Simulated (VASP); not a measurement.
Write the native input for VASP 6.6.1 that does the following.

```
Task                   : single point
Functional             : LDA
Potentials or basis    : VASP PAW LDA potentials, release 64 (W_sv, C)
Cutoff                 : 520 eV
k mesh                 : 10 × 10 × 10
Occupations            : fermi-dirac, width 0.05 eV
Spin                   : no spin polarisation
Dipole correction      : no
Further INCAR settings : ALGO = Normal; EDIFF = 1e-06; NBANDS = 16
```

The structure of WC lies in POSCAR:

```
WC
1.0
    0.0000000000      2.1779675566      2.1779675566
    2.1779675566      0.0000000000      2.1779675566
    2.1779675566      2.1779675566      0.0000000000
W C
1 1
Direct
    0.0000000000      0.0000000000      0.0000000000
    0.5000000000      0.5000000000      0.5000000000
```

This cell differs from its parent crystal: volume scaled by 0.98.

One way to write it, as run:

INCAR

```
PREC = Accurate ; ENCUT = 520
EDIFF = 1E-6 ; ISMEAR = -1
SIGMA = 0.05 ; LREAL = F
LASPH = T ; NELM = 100
ALGO = Normal ; ISIF = 2
LWAVE = F ; LCHARG = T
LELF = T ; LVHAR = T
NBANDS = 16
```

KPOINTS

```
regular mesh
0
Gamma
  10 10 10
```

Potentials or basis: VASP PAW LDA potentials, release 64 (W_sv, C).

Command:

```bash
$ cat potpaw_LDA.64/W_sv/POTCAR potpaw_LDA.64/C/POTCAR > POTCAR
$ mpirun -np 1 vasp_std > vasp.out
```

It gave:

* Pressure: -6.8 GPa
* Band gap on the k mesh: zero (band 9 reaches 13.66 eV, above the bottom of band 10 at 10.40 eV)

Caveat: spin-orbit coupling is left out, which moves the levels of the heavy elements.

Run time: 32 s on 1 thread of AMD EPYC 7R13, with other jobs on the host, peak memory 0.11 GiB.
